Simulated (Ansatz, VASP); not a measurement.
# One calculation of SnTe, two programs

```xyz
2
Lattice="0.0000 3.2322 3.2322 3.2322 0.0000 3.2322 3.2322 3.2322 0.0000" Properties=species:S:1:pos:R:3 pbc="T T T"
Sn    0.0000    0.0000    0.0000
Te    1.6161    1.6161    1.6161
```

Change from the starting cell: volume scaled by 0.72, PAW files.

Alike in both runs: task single point; functional PBE; k mesh 12 × 12 × 12; occupations fermi-dirac, width 0.08 eV; no spin polarisation.

```csv
,VASP,Ansatz
version,VASP 6.6.1,Ansatz 0.2.0
potentials or method,"VASP PAW PBE potentials, release 64 (Sn_d, Te)","PAW with Ansatz's default frozen-core files, scalar-relativistic"
plane-wave cutoff (eV),520,420
valence electrons in the cell,20,30
```

|  | VASP | Ansatz | Ansatz less VASP |
| --- | --- | --- | --- |
| pressure (GPa) | 14.3 | 14.3 | +0.01 |

VASP's potentials hold 20 valence electrons a cell and Ansatz's 30, so a difference there can come from the potentials and not from the codes.

Spin-orbit coupling is off throughout.
